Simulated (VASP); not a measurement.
The system is P.

```
P
1.0
     0.00000    1.96707    1.96707
     1.96707    0.00000    1.96707
     1.96707    1.96707    0.00000
P
1
Cartesian
  0.0000 0.0000 0.0000
```

* Program: VASP 6.6.1
* Task: relaxation of cell and atoms
* Functional: revPBE
* Potentials or basis: VASP PAW PBE potentials, release 64 (P)
* Cutoff: 600 eV
* k mesh: 14 × 14 × 14
* Occupations: fermi-dirac, width 0.1 eV
* Spin: no spin polarisation

At the start: pressure -3.1 GPa; volume 15.22 Å³/atom.

Q: Where does the relaxation end?

A: Over 3 steps the energy falls by 5.8 meV/atom and the volume is 14.63 Å³/atom (-3.9 %); space group Fm-3m (No. 225, to 0.05 Å).

The path:
```tsv
step	energy change (eV)	largest force (eV/Å)	pressure (GPa)	volume (Å³)
1	0.0000	0.0000	-3.10	15.22
2	-0.0058	0.0000	0.30	14.58
3	-0.0058	0.0000	0.00	14.63
```

Final structure:
```
CELL_PARAMETERS angstrom
0.00000 1.94142 1.94142
1.94142 0.00000 1.94142
1.94142 1.94142 0.00000
ATOMIC_POSITIONS crystal
P 0.00000 0.00000 0.00000
```

Caveat: the PAW data sets were made with another functional, which shifts forces and pressure a little.
